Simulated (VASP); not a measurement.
V, 2 atoms in the cell. It takes space group P6_3/mmc (No. 194, hexagonal). Conventional cell: a = 2.615 Å, b = 2.615 Å, c = 4.689 Å, α = 90.00°, β = 90.00°, γ = 120.00°. Within 3.4 Å of V (site symmetry -6m2) lie 12 V at 2.61 to 2.79 Å. 

| Property | Result |
| --- | --- |
| Program | VASP 6.6.1 |
| Task | single point |
| Functional | PBE |
| Potentials or basis | VASP PAW PBE potentials, release 64 (V_sv) |
| Cutoff | 520 eV |
| k mesh | 16 × 16 × 9 |
| Occupations | fermi-dirac, width 0.1 eV |
| Spin | no spin polarisation |
| Dipole correction | no |
| Further INCAR settings | ALGO = Normal; EDIFF = 1e-06; NBANDS = 20 |

Potentials or basis: VASP PAW PBE potentials, release 64 (V_sv).

Run with:

```console
$ cat potpaw_PBE.64/V_sv/POTCAR > POTCAR
$ mpirun -np 1 vasp_std > vasp.out
```

Hardware: 1 thread of Intel(R) Xeon(R) 6975P-C (Granite Rapids), on a shared host.

Question: How long does it take, and how much memory?

Answer: Wall time 23 s on 1 thread of Intel(R) Xeon(R) 6975P-C (Granite Rapids), on a shared host, peak memory 0.18 GiB. Counts: scf iterations 12, k points 150.
